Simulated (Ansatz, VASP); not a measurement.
SiO2: VASP beside Ansatz

```
CELL_PARAMETERS angstrom
5.03870 0.00000 0.00000
-2.51935 4.36364 0.00000
0.00000 0.00000 5.46961
ATOMIC_POSITIONS crystal
Si 0.00000 0.50000 0.33333
Si 0.50000 0.50000 0.66667
Si 0.50000 0.00000 0.00000
O 0.58590 0.79295 0.83333
O 0.79295 0.58590 0.50000
O 0.79295 0.20705 0.16667
O 0.41410 0.20705 0.83333
O 0.20705 0.41410 0.50000
O 0.20705 0.79295 0.16667
```

Change from the starting cell: strain along c alone, the other axes held, atoms relaxed: -1.0 %.

Alike in both runs: functional LDA; k mesh 6 × 6 × 4; occupations gaussian, width 0.02 eV; no spin polarisation.

Ansatz relaxed the structure, and its values are those at the end. VASP's run is a single point on that final structure, the one shown.

|  | VASP | Ansatz |
| --- | --- | --- |
| version | VASP 6.6.1 | Ansatz 0.2.0 |
| potentials or method | VASP PAW LDA potentials, release 64 (Si, O), cutoff 520 eV | scalar-relativistic, plane waves, PAW |
| valence electrons in the cell | 48 | 48 |

Ansatz gave:

* gap on the k mesh at the Fermi level (eV): 5.53
* least direct gap on the mesh (eV): 5.74
* pressure (GPa): 1.5
* rms of the force components (eV/Å): 0.000

Task: Which values does VASP return?

Result: gap on the k mesh at the Fermi level (eV): 5.53; least direct gap on the mesh (eV): 5.74; pressure (GPa): 2.1; rms of the force components (eV/Å): 0.003.

LDA's correlation is that of Perdew and Zunger in VASP and of Perdew and Wang (1992) in Ansatz. Ansatz's warnings: stress scf threshold loose.
